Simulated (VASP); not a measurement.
A run of VASP 6.6.1 is set up as follows.

INCAR

```
PREC = Accurate ; ENCUT = 520
EDIFF = 1E-6 ; ISMEAR = -1
SIGMA = 0.05 ; LREAL = False
LASPH = True ; NELM = 60
ALGO = Normal ; ISIF = 2
LWAVE = False ; LCHARG = False
NBANDS = 20
```

File KPOINTS:

```
Automatic mesh
0
Gamma
  10 10 2
```

File POSCAR:

```
MoS2
1.0
    3.1841260822      0.0000000000      0.0000000000
   -1.5920630411      2.7575340760      0.0000000000
    0.0000000000      0.0000000000     17.3345999500
Mo S
1 2
Direct
    0.0000000000      0.0000000000      0.0000000000
    0.3333333333      0.6666666667      0.9105070200
    0.3333333333      0.6666666667      0.0894929800
```

Potentials or basis: VASP PAW LDA potentials, release 64 (Mo_sv, S).

The run is started by

```console
$ cat potpaw_LDA.64/Mo_sv/POTCAR potpaw_LDA.64/S/POTCAR > POTCAR
$ mpirun -np 1 vasp_std > vasp.out
```

(1) Estimate the largest force.

(2) Estimate the band gap on the k mesh.

Answers

(1) 0.378 eV/Å.

(2) 1.74 eV, indirect (least direct gap 1.93 eV).
